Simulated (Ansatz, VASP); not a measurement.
**Two plane-wave programs on Bi**

```
Bi
1.0
     2.29077    1.32258    4.06062
    -2.29077    1.32258    4.06062
     0.00000   -2.64516    4.06062
Bi
2
Direct
  0.23352 0.23352 0.23352
  0.76648 0.76648 0.76648
```

Alike in both runs: functional PBE; k mesh 12 × 12 × 12; occupations gaussian, width 0.05 eV; no spin polarisation.

Ansatz relaxed the structure, and its values are those at the end. VASP's run is a single point on that final structure, the one shown.

|  | VASP | Ansatz |
| --- | --- | --- |
| version | VASP 6.6.1 | Ansatz 0.2.0 |
| potentials or method | VASP PAW PBE potentials, release 64 (Bi_d), cutoff 520 eV | scalar-relativistic, plane waves, PAW |
| valence electrons in the cell | 30 | 30 |

```csv
,VASP,Ansatz,Ansatz less VASP
gap on the k mesh at the Fermi level (eV),none,none,-
pressure (GPa),0.0,0.0,+0.04
rms of the force components (eV/Å),0.007,0.002,-0.0046
```

A gap of «none» marks a metal or a gap that the smearing closes.

Neither program's run includes spin-orbit coupling.
